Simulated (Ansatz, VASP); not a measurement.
# Two plane-wave programs on SrBe

```xyz
2
Lattice="3.8690 0.0000 0.0000 -1.9345 3.3506 0.0000 0.0000 0.0000 4.9981" Properties=species:S:1:pos:R:3 pbc="T T T"
Sr    0.0000    0.0000    0.0000
Be    0.0000    2.2338    2.4991
```

Alike in both runs: task single point; functional PBE; k mesh 6 × 6 × 4; occupations gaussian, width 0.1 eV; no spin polarisation.

|  | VASP | Ansatz |
| --- | --- | --- |
| version | VASP 6.6.1 | Ansatz 0.2.0 |
| potentials or method | VASP PAW PBE potentials, release 64 (Sr_sv, Be), cutoff 520 eV | scalar-relativistic, plane waves, PAW |
| valence electrons in the cell | 12 | 12 |

|  | VASP | Ansatz | Ansatz less VASP |
| --- | --- | --- | --- |
| gap on the k mesh at the Fermi level (eV) | none | none | - |
| pressure (GPa) | -1.4 | -1.4 | -0.03 |
| traceless stress, the component that is largest in VASP (GPa) | -4.54 | -4.54 | +0.001 |

A gap of «none» marks a metal or a gap that the smearing closes.
